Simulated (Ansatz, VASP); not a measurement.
BeTe in VASP and in Ansatz

POSCAR

```
BeTe
1.0
    0.0000000000      2.8851960980      2.8851960980
    2.8851960980      0.0000000000      2.8851960980
    2.8851960980      2.8851960980      0.0000000000
Be Te
1 1
Direct
    0.0000000000      0.0000000000      0.0000000000
    0.2500000000      0.2500000000      0.2500000000
```

File INCAR.step1:

```
ALGO = Normal
EDIFF = 1E-5
ENCUT = 520
GGA = PE
ISIF = 2
ISMEAR = 0
LASPH = True
LREAL = False
LWAVE = True
NBANDS = 11
NELM = 80
PREC = Accurate
SIGMA = 0.01
```

File INCAR.step2:

```
ALGO = Normal
EDIFF = 1E-6
ENCUT = 520
GGA = PE
HFSCREEN = 0.2079
ISIF = 2
ISMEAR = 0
ISTART = 1
LASPH = True
LCHARG = True
LELF = True
LHFCALC = True
LREAL = False
LVHAR = True
LWAVE = False
NBANDS = 11
NELM = 80
PREC = Accurate
PRECFOCK = Normal
SIGMA = 0.01
```

KPOINTS

```
k-points
0
Gamma
  6 6 6
```

Input for Ansatz:

```yaml
crystal:
  lattice:
    - [0.0, 2.885196098, 2.885196098]
    - [2.885196098, 0.0, 2.885196098]
    - [2.885196098, 2.885196098, 0.0]
  atoms:
    - { symbol: Be, position: [0.0, 0.0, 0.0] }
    - { symbol: Te, position: [0.25, 0.25, 0.25] }
kpoints:
  mp_grid: { grid: [6, 6, 6] }
  band_path:
    path:
      - [0.0, 0.0, 0.0]
      - [-0.5, -0.5, 0.0]
      - [-0.375, -0.375, 0.25]
      - [-0.375, 0.0, 0.375]
      - [0.0, 0.0, 0.5]
      - [-0.5, -0.25, 0.25]
      - [0.0, 0.5, 0.5]
    npoints: 1
hamiltonian:
  xc: hse06
scf:
  occupations: { method: fixed }
  n_extra_bands: 4
output:
  forces: true
  stress: true
  eigenvalues: true
  write_density: true
  write_potential: true
  elf: true
  volumetric_format: npy
```

Change from the starting cell: hydrostatic strain +2.0%.

Alike in both runs: task single point; functional HSE06; k mesh 6 × 6 × 6; no spin polarisation.

```csv
,VASP,Ansatz
version,VASP 6.6.1,Ansatz 0.2.0
potentials or method,"VASP PAW PBE potentials, release 64 (Be, Te)","plane waves, PAW"
plane-wave cutoff (eV),520,420
occupations,"gaussian, width 0.01 eV",fixed
valence electrons in the cell,8,18
```

```csv
,VASP,Ansatz,Ansatz less VASP
gap on the k mesh at the Fermi level (eV),2.82,2.83,+0.019
pressure (GPa),-4.0,-3.9,+0.12
```

VASP's potentials hold 8 valence electrons a cell and Ansatz's 18, so a difference there can come from the potentials and not from the codes. Ansatz's warnings: stress exchange threshold loose, stress scf threshold loose.

Neither program's run includes spin-orbit coupling.
